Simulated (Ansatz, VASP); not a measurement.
**Sn3TeW: VASP beside Ansatz**

```
Sn Te W
1.0
     6.46194    0.00000    0.00000
    -3.23097    5.59621    0.00000
     0.00000    0.00000    4.98723
Sn Te W
3 1 1
Direct
  0.50000 0.00000 0.00000
  0.00000 0.50000 0.00000
  0.50000 0.50000 0.00000
  0.00000 0.00000 0.00000
  0.00000 0.00000 0.50000
```

Alike in both runs: functional PBE; k mesh 6 × 6 × 8; occupations gaussian, width 0.1 eV; no spin polarisation.

Ansatz relaxed the structure, and its values are those at the end. VASP's run is a single point on that final structure, the one shown.

|  | VASP | Ansatz |
| --- | --- | --- |
| version | VASP 6.6.1 | Ansatz 0.2.0 |
| potentials or method | VASP PAW PBE potentials, release 64 (Sn_d, Te, W_sv), cutoff 520 eV | scalar-relativistic, plane waves, PAW |
| valence electrons in the cell | 62 | 72 |

```tsv
	VASP	Ansatz	Ansatz less VASP
gap on the k mesh at the Fermi level (eV)	none	none	-
pressure (GPa)	0.0	0.0	+0.04
```

A gap of «none» marks a metal or a gap that the smearing closes. VASP's potentials hold 62 valence electrons a cell and Ansatz's 72, so a difference there can come from the potentials and not from the codes.

Spin-orbit coupling is off throughout.
